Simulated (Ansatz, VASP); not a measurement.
One calculation of LaZn, two programs

```
La Zn
1.0
     3.77484    0.00000    0.00000
     0.00000    3.77484    0.00000
     0.00000    0.00000    3.77484
La Zn
1 1
Direct
  0.50000 0.50000 0.50000
  0.00000 0.00000 0.00000
```

Change from the starting cell: volume scaled by 1.02, crystal datasets.

Alike in both runs: task electric field gradients; functional LDA; k mesh 9 × 9 × 9; occupations fermi-dirac, width 0.05 eV; no spin polarisation.

|  | VASP | Ansatz |
| --- | --- | --- |
| version | VASP 6.6.1 | Ansatz 0.2.0 |
| potentials or method | VASP PAW LDA potentials, release 64 (La, Zn), cutoff 520 eV | all-electron PAW with datasets made for the crystal, scalar-relativistic |

|  | VASP | Ansatz | Ansatz less VASP |
| --- | --- | --- | --- |
| pressure (GPa) | -4.8 | -4.8 | -0.03 |

LDA's correlation is that of Perdew and Zunger in VASP and of Perdew and Wang (1992) in Ansatz. Ansatz ran all-electron here, and VASP with PAW potentials.

Spin-orbit coupling is off throughout.
